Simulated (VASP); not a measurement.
Here is a VASP 6.6.1 calculation.

INCAR

```
SYSTEM = MgI2
PREC = Accurate
ENCUT = 520
EDIFF = 1E-7
ISMEAR = -1
SIGMA = 0.05
LREAL = .FALSE.
LASPH = .TRUE.
NELM = 80
ALGO = Normal
ISIF = 2
LWAVE = .FALSE.
LCHARG = .FALSE.
NBANDS = 15
```

KPOINTS

```
regular mesh
0
G
  8 8 4
  0 0 0
```

File POSCAR:

```
MgI2
1.0
    4.1400000000      0.0000000000      0.0000000000
   -2.0700000000      3.5853451717      0.0000000000
    0.0000000000      0.0000000000      6.8800000000
I Mg
2 1
Direct
    0.6666666667      0.3333333333      0.7500000000
    0.3333333333      0.6666666667      0.2500000000
    0.0000000000      0.0000000000      0.0000000000
```

Potentials or basis: VASP PAW LDA potentials, release 64 (I, Mg).

Launch:

```bash
$ cat potpaw_LDA.64/I/POTCAR potpaw_LDA.64/Mg/POTCAR > POTCAR
$ mpirun -np 1 vasp_std > vasp.out
```

Predict the pressure.

-2.1 GPa.

Estimate the largest force.

0.388 eV/Å.

What does it give for the band gap on the k mesh?

3.31 eV, indirect (least direct gap 3.38 eV).

Forces on the atoms (eV/Å):
```
I    0.000  0.000  0.388
I    0.000  0.000 -0.388
Mg   0.000  0.000  0.000
```

Caveat: spin-orbit coupling is left out, which moves the levels of the heavy elements. Expect the measured gap to be larger: semilocal functionals such as LDA lack the derivative discontinuity.
